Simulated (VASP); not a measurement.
# Zr3H (P6_3/mcm) in VASP: single point with PBEsol

Aim: the single point of Zr3H with PBEsol.

Program: VASP 6.6.1. These are calculated values, not measurements. Logs are shortened: lines on timing, memory, paths and dates and some standing lists are left out, and cuts for length are marked.

### 1 The cell of the first run

Symmetry: P6_3/mcm, No. 193, hexagonal system. Conventional cell: a = 5.600 Å, b = 5.600 Å, c = 5.269 Å, α = 90.00°, β = 90.00°, γ = 120.00°. Zr (site symmetry m2m) has 2 H at 2.31 Å and 12 Zr at 3.20 to 3.28 Å within 3.3 Å. Within 3.1 Å of H (site symmetry -3m) lie 6 Zr at 2.31 Å and 2 H at 2.63 Å.

### 2 Single point, PBEsol

File INCAR:

```
SYSTEM = Zr3H
PREC = Accurate
ENCUT = 520
EDIFF = 1E-7
ISMEAR = 0
SIGMA = 0.1
LREAL = .FALSE.
LASPH = .TRUE.
NELM = 100
ALGO = Normal
ISIF = 2
LWAVE = .FALSE.
LCHARG = .FALSE.
GGA = PS
NBANDS = 47
```

File KPOINTS:

```
regular mesh
0
G
  12 12 8
  0 0 0
```

File POSCAR:

```
Zr3H
1.0
    5.5997518033      0.0000000000      0.0000000000
   -2.7998759016      4.8495273165      0.0000000000
    0.0000000000      0.0000000000      5.2692606030
Zr H
6 2
Direct
    0.3384086578      0.0000000000      0.2500000000
    0.3384086578      0.3384086578      0.7500000000
    0.0000000000      0.3384086578      0.2500000000
    0.6615913422      0.0000000000      0.7500000000
    0.6615913422      0.6615913422      0.2500000000
    0.0000000000      0.6615913422      0.7500000000
    0.0000000000      0.0000000000      0.0000000000
    0.0000000000      0.0000000000      0.5000000000
```

Potentials or basis: VASP PAW PBE potentials, release 64 (Zr_sv, H).

Command:

```console
cat potpaw_PBE.64/Zr_sv/POTCAR potpaw_PBE.64/H/POTCAR > POTCAR
mpirun -np 1 vasp_std > vasp.out
```

OUTCAR:

```text
SYSTEM = Zr3H
   PREC = Accurate
   ENCUT = 520
   EDIFF = 1E-7
   ISMEAR = 0
   LREAL = .FALSE.
   LASPH = .TRUE.
   NELM = 100
   ISIF = 2
   GGA = PS

 ion  position               nearest neighbor table
   1  0.338  0.000  0.250-   7 2.31   8 2.31   4 3.20   4 3.20   5 3.21   3 3.21   5 3.21   3 3.21
                             2 3.25   2 3.25   6 3.25   6 3.25   3 3.28   5 3.28
   2  0.338  0.338  0.750-   7 2.31   8 2.31   5 3.20   5 3.20   4 3.21   4 3.21   6 3.21   6 3.21
                             1 3.25   1 3.25   3 3.25   3 3.25   6 3.28   4 3.28
   3  0.000  0.338  0.250-   7 2.31   8 2.31   6 3.20   6 3.20   1 3.21   5 3.21   1 3.21   5 3.21
                             4 3.25   4 3.25   2 3.25   2 3.25   5 3.28   1 3.28
   4  0.662  0.000  0.750-   7 2.31   8 2.31   1 3.20   1 3.20   2 3.21   6 3.21   2 3.21   6 3.21
                             5 3.25   5 3.25   3 3.25   3 3.25   6 3.28   2 3.28
   5  0.662  0.662  0.250-   7 2.31   8 2.31   2 3.20   2 3.20   1 3.21   1 3.21   3 3.21   3 3.21
                             4 3.25   4 3.25   6 3.25   6 3.25   3 3.28   1 3.28
   6  0.000  0.662  0.750-   7 2.31   8 2.31   3 3.20   3 3.20   4 3.21   2 3.21   4 3.21   2 3.21
                             1 3.25   1 3.25   5 3.25   5 3.25   2 3.28   4 3.28
   7  0.000  0.000  0.000-   3 2.31   6 2.31   5 2.31   2 2.31   1 2.31   4 2.31
   8  0.000  0.000  0.500-   3 2.31   6 2.31   5 2.31   2 2.31   1 2.31   4 2.31

  LATTYP: Found a hexagonal cell.
 ALAT       =     5.5997518033
 C/A-ratio  =     0.9409810985

  Lattice vectors:

 A1 = (   5.5997518033,   0.0000000000,   0.0000000000)
 A2 = (  -2.7998759016,   4.8495273165,   0.0000000000)
 A3 = (   0.0000000000,   0.0000000000,   5.2692606030)

Analysis of symmetry for initial positions (statically):
=====================================================================
 Subroutine PRICEL returns:
 Original cell was already a primitive cell.

 Routine SETGRP: Setting up the symmetry group for a
 hexagonal supercell.

 Subroutine GETGRP returns: Found 24 space group operations
 (whereof 12 operations were pure point group operations)
 out of a pool of 24 trial point group operations.

The static configuration has the point symmetry D_3d.
 The point group associated with its full space group is D_6h.

Analysis of symmetry for dynamics (positions and initial velocities):
=====================================================================
 Subroutine PRICEL returns:
 Original cell was already a primitive cell.

[... 126 lines left out ...]
   ISIF   =      2    stress and relaxation
   ISYM   =      2    0-nonsym 1-usesym 2-fastsym
   POTIM  = 0.5000    time-step for ionic-motion
   TEBEG  =    0.0;   TEEND  =   0.0 temperature during run
   PSTRESS=    0.0 pullay stress
   NELECT =      74.0000    total number of electrons
   NUPDOWN=      -1.0000    fix difference up-down
   EMIN   =  10.00;   EMAX   =-10.00  energy-range for DOS
   EFERMI =   0.00;   METHOD = LEGACY
   ISMEAR =     0;   SIGMA  =   0.10  broadening in eV -4-tet -1-fermi 0-gaus
   EFERMI_NEDOS =   21; number of points for ismear=-14 and -15
   IALGO  =     38    algorithm
   IMIX   =      4    mixing-type and parameters
     AMIX     =   0.40;   BMIX     =  1.00
     AMIX_MAG =   1.60;   BMIX_MAG =  1.00
  volume/ion in A,a.u.               =      17.89       120.70
  Fermi-wavevector in a.u.,A,eV,Ry     =   1.314053  2.483200 23.493649  1.726734
  Thomas-Fermi vector in A             =   2.444333
   LORBIT       =      0    0 simple, 1 ext, 2 COOP (PROOUT), +10 PAW based schemes
   GGA     = PS    functional components
   LHFCALC =     F    Hartree Fock is set to
   AEXX    =    0.0000 exact exchange contribution
   IVDW    =     0    specifies the selected vdW correction
   LEPSILON=     F    determine dielectric tensor
   LRPA    =     F    only Hartree local field effects (RPA)
 non-spin polarized calculation
 Gauss-broadening in eV      SIGMA  =   0.10
  energy-cutoff  :      520.00
  volume of cell :      143.09
 maximum number of plane-waves:      3896
 NGX is ok and might be reduce to    42
   NGX = 21   NGY = 21   NGZ = 19

 number of electron      74.0000001 magnetization

 Free energy of the ion-electron system (eV)
  ---------------------------------------------------
  ext. energy  EPLUGINS =         0.00000000
  ---------------------------------------------------
  free energy    TOTEN  =       -62.12109422 eV

  energy without entropy =      -62.07219158  energy(sigma->0) =      -62.09664290

 E-fermi :   8.8425     XC(G=0): -11.2751

 val. band max:        8.8423905205   @ k =   0.3333   0.3333   0.5000
 cond. band min:       8.8460183656   @ k =   0.2500   0.0000   0.3750
 fundamental gap:      0.0036278452
 Fermi energy:         8.8425054009

 k-point     1 :       0.0000    0.0000    0.0000
  band No.  band energies     occupation
      1     -39.8928      2.00000
      2     -39.7615      2.00000
      3     -39.7339      2.00000
      4     -39.7339      2.00000
      5     -39.7269      2.00000
      6     -39.7269      2.00000
[... 1189 lines left out ...]
     46      10.6312      0.00000
     47      10.9516      0.00000

 [... further k-points ...]

------------------------ aborting loop because EDIFF is reached ----------------------------------------

  FORCE on cell =-STRESS in cart. coord.  units (eV):
  Direction    XX          YY          ZZ          XY          YZ          ZX
  --------------------------------------------------------------------------------------
  -------------------------------------------------------------------------------------
  Total       -3.4417860     -3.4417860     -3.2775342     -0.0000000      0.0000000      0.0000000
  in kB      -38.5368821    -38.5368821    -36.6977928     -0.0000000      0.0000000      0.0000000
  external PRESSURE =     -37.9238523 kB  Pullay stress =       0.0000000 kB

 VOLUME and BASIS-vectors are now :
 -----------------------------------------------------------------------------
  energy-cutoff  :      520.00
  volume of cell :      143.09
      direct lattice vectors                 reciprocal lattice vectors
     5.599751803  0.000000000  0.000000000     0.178579343  0.103102832  0.000000000
    -2.799875902  4.849527316  0.000000000     0.000000000  0.206205664  0.000000000
     0.000000000  0.000000000  5.269260603     0.000000000  0.000000000  0.189779947

 POSITION                                       TOTAL-FORCE (eV/Angst)
 -----------------------------------------------------------------------------------
      1.89500      0.00000      1.31732        -0.025515     -0.000000      0.000000
      0.94750      1.64112      3.95195        -0.012758     -0.022097     -0.000000
     -0.94750      1.64112      1.31732         0.012758     -0.022097     -0.000000
      3.70475      0.00000      3.95195         0.025515     -0.000000      0.000000
      1.85237      3.20841      1.31732         0.012758      0.022097      0.000000
     -1.85237      3.20841      3.95195        -0.012758      0.022097      0.000000
      0.00000      0.00000      0.00000         0.000000     -0.000000     -0.000000
      0.00000      0.00000      2.63463        -0.000000     -0.000000     -0.000000
 -----------------------------------------------------------------------------------
    total drift:                                0.000000     -0.000000     -0.000000

  FREE ENERGIE OF THE ION-ELECTRON SYSTEM (eV)
  ---------------------------------------------------
  free  energy   TOTEN  =       -62.1210942214 eV

  energy  without entropy=      -62.0721915800  energy(sigma->0) =      -62.09664290
```

OSZICAR:

```text
N       E                     dE             d eps       ncg     rms          rms(c)
DAV:   1     0.774128543258E+03    0.77413E+03   -0.38813E+04  8930   0.156E+03
DAV:   2     0.817945225253E+01   -0.76595E+03   -0.74893E+03  9844   0.472E+02
DAV:   3    -0.587978907886E+02   -0.66977E+02   -0.64864E+02 14404   0.100E+02
DAV:   4    -0.649528356462E+02   -0.61549E+01   -0.60967E+01 13283   0.278E+01
DAV:   5    -0.653286991831E+02   -0.37586E+00   -0.37561E+00 12443   0.546E+00    0.276E+01
DAV:   6    -0.626010019196E+02    0.27277E+01   -0.46424E+00  9470   0.104E+01    0.107E+01
DAV:   7    -0.621014177247E+02    0.49958E+00   -0.26860E+00 11502   0.680E+00    0.193E+00
DAV:   8    -0.621188979504E+02   -0.17480E-01   -0.27052E-01 11380   0.194E+00    0.959E-01
DAV:   9    -0.621214889866E+02   -0.25910E-02   -0.28341E-02 11086   0.845E-01    0.269E-01
DAV:  10    -0.621211309918E+02    0.35799E-03   -0.30906E-03 11403   0.209E-01    0.622E-02
DAV:  11    -0.621210993054E+02    0.31686E-04   -0.23513E-04 12404   0.824E-02    0.175E-02
DAV:  12    -0.621210957316E+02    0.35738E-05   -0.10066E-05 12888   0.159E-02    0.476E-03
DAV:  13    -0.621210944435E+02    0.12881E-05   -0.14395E-06  8824   0.462E-03    0.222E-03
DAV:  14    -0.621210942716E+02    0.17187E-06   -0.14886E-07  7400   0.193E-03    0.582E-04
DAV:  15    -0.621210942214E+02    0.50240E-07   -0.20453E-08  6425   0.714E-04
   1 F= -.62121094E+02 E0= -.62096643E+02  d E =-.489026E-01
```

Wall time 7.7 min (1 thread of Intel Xeon Platinum 8488C (Sapphire Rapids), shared host); peak memory 0.55 GiB.

Results:

- Free energy: -62.1211 eV
- Pressure: -3.8 GPa
- Largest force: 0.026 eV/Å
- Band gap on the k mesh: zero (bands 37 and 38 overlap by 0.56 eV)

Forces on the atoms (eV/Å):
```
Zr  -0.026  0.000  0.000
Zr  -0.013 -0.022  0.000
Zr   0.013 -0.022  0.000
Zr   0.026  0.000  0.000
Zr   0.013  0.022  0.000
Zr  -0.013  0.022  0.000
H    0.000  0.000  0.000
H    0.000  0.000  0.000
```

Caveat: the cell stands under tension; the PAW data sets were made with another functional, which shifts forces and pressure a little.
